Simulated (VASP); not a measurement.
Set up this calculation in VASP 6.6.1, as the native input.

```
Task                   : single point
Functional             : LDA
Potentials or basis    : VASP PAW LDA potentials, release 64 (Fe_sv, S)
Cutoff                 : 690 eV
k mesh                 : 4 × 4 × 4
Occupations            : fermi-dirac, width 0.02 eV
Spin                   : no spin polarisation
Dipole correction      : no
Further INCAR settings : ALGO = Normal; EDIFF = 1e-06; NBANDS = 68
```

The structure of FeS2 lies in POSCAR:

```
FeS2
1.0
    5.2844266197      0.0000000000      0.0000000000
    0.0000000000      5.2844266197      0.0000000000
    0.0000000000      0.0000000000      5.2844266197
Fe S
4 8
Direct
    0.0000000000      0.5000000000      0.5000000000
    0.5000000000      0.5000000000      0.0000000000
    0.5000000000      0.0000000000      0.5000000000
    0.0000000000      0.0000000000      0.0000000000
    0.3812850571      0.1187149429      0.8812850571
    0.1187149429      0.8812850571      0.3812850571
    0.8812850571      0.3812850571      0.1187149429
    0.6187149429      0.6187149429      0.6187149429
    0.3812850571      0.3812850571      0.3812850571
    0.1187149429      0.6187149429      0.8812850571
    0.8812850571      0.1187149429      0.6187149429
    0.6187149429      0.8812850571      0.1187149429
```

These files were run (other wordings do the same):

INCAR

```
SYSTEM = FeS2
ALGO     = Normal         ! electronic algorithm
EDIFF    = 1E-6           ! SCF threshold, eV
ENCUT    = 690            ! plane-wave cutoff, eV
GGA      = CA             ! functional
GGA_COMPAT= .FALSE.      
ISIF     = 2              ! what is computed and relaxed
ISMEAR   = -1             ! smearing method
LASPH    = .TRUE.         ! aspherical terms in the spheres
LCHARG   = .FALSE.        ! write CHGCAR
LREAL    = .FALSE.        ! projectors in reciprocal space
LWAVE    = .FALSE.        ! write WAVECAR
NBANDS   = 68             ! bands
NELM     = 120            ! most SCF steps
PREC     = Accurate       ! precision mode
SIGMA    = 0.02           ! smearing width, eV
```

KPOINTS

```
k-points
0
G
  4 4 4
  0 0 0
```

Potentials or basis: VASP PAW LDA potentials, release 64 (Fe_sv, S).

Run with:

```console
$ cat potpaw_LDA.64/Fe_sv/POTCAR potpaw_LDA.64/S/POTCAR > POTCAR
$ mpirun -np 1 vasp_std > vasp.out
```

It gave:

The pressure is -0.5 GPa. The largest force is 0.038 eV/Å and the band gap on the k mesh is 0.21 eV (least direct gap 0.27 eV).

It took 4.4 min on 1 thread of AMD EPYC 7R43 64-Core Processor (Zen 3), with other jobs on the host, peak memory 0.28 GiB.
